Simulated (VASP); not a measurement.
Set up this calculation in VASP 6.6.1, as the native input.

- Task: single point
- Functional: RPBE
- Dispersion: D4
- Potentials or basis: VASP PAW PBE potentials, release 64 (Sn_d, Se)
- Cutoff: 520 eV
- k mesh: 8 × 8 × 8
- Occupations: fermi-dirac, width 0.05 eV
- Spin: no spin polarisation
- Dipole correction: no
- Further INCAR settings: ALGO = Normal; EDIFF = 1e-06; NBANDS = 17

The structure of SnSe lies in POSCAR:

```
SnSe
1.0
    0.0000000000      2.9730406888      2.9730406888
    2.9730406888      0.0000000000      2.9730406888
    2.9730406888      2.9730406888      0.0000000000
Sn Se
1 1
Direct
    0.0000000000      0.0000000000      0.0000000000
    0.5000000000      0.5000000000      0.5000000000
```

The input as run:

INCAR

```
SYSTEM = SnSe
PREC = Accurate
ENCUT = 520
EDIFF = 1E-6
ISMEAR = -1
SIGMA = 0.05
LREAL = .FALSE.
LASPH = .TRUE.
NELM = 60
ALGO = Normal
ISIF = 2
LWAVE = .FALSE.
LCHARG = .FALSE.
GGA = RP
IVDW = 13
NBANDS = 17
```

KPOINTS

```
Automatic mesh
0
G
  8 8 8
  0 0 0
```

Potentials or basis: VASP PAW PBE potentials, release 64 (Sn_d, Se).

Command:

```console
$ cat potpaw_PBE.64/Sn_d/POTCAR potpaw_PBE.64/Se/POTCAR > POTCAR
$ mpirun -np 1 vasp_std > vasp.out
```

It gave:

- Pressure: 0.0 GPa
- Band gap on the k mesh: 0.71 eV, indirect (least direct gap 0.71 eV)
- Dispersion energy per atom: -0.758 eV

Caveat: the PAW data sets were made with another functional, which shifts forces and pressure a little; spin-orbit coupling is left out, which moves the levels of the heavy elements.

Wall time 12 s on 1 thread of Intel(R) Xeon(R) Platinum 8488C (Sapphire Rapids), with other jobs on the host, peak memory 0.18 GiB.
